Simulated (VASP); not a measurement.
A run of VASP 6.6.1:

INCAR

```
ALGO = Normal
DIPOL = 0.5 0.5 0.294
EDIFF = 1E-6
ENCUT = 520
GGA = PE
IDIPOL = 3
ISIF = 2
ISMEAR = 0
LASPH = True
LCHARG = False
LDIPOL = True
LREAL = False
LWAVE = False
NBANDS = 14
NELM = 60
PREC = Accurate
SIGMA = 0.1
```

File KPOINTS:

```
k-points
0
Gamma
  18 18 1
```

The input POSCAR:

```
Bi
1.0
    3.1293251958      0.0000000000      0.0000000000
    0.0000000000      3.1293251958      0.0000000000
    0.0000000000      0.0000000000     23.8000000000
Bi
1
Direct
    0.5000000000      0.5000000000      0.2941176471
```

Potentials or basis: VASP PAW PBE potentials, release 64 (Bi_d).

The run is started by

```sh
$ cat potpaw_PBE.64/Bi_d/POTCAR > POTCAR
$ mpirun -np 1 vasp_std > vasp.out
```

Hardware: 1 thread of Intel(R) Xeon(R) Platinum 8488C (Sapphire Rapids), on a shared host.

Q: Estimate the wall time of this run.

A: Wall time 120 s on 1 thread of Intel(R) Xeon(R) Platinum 8488C (Sapphire Rapids) (shared host), peak memory 0.38 GiB. Counts: scf iterations 18, k points 55.
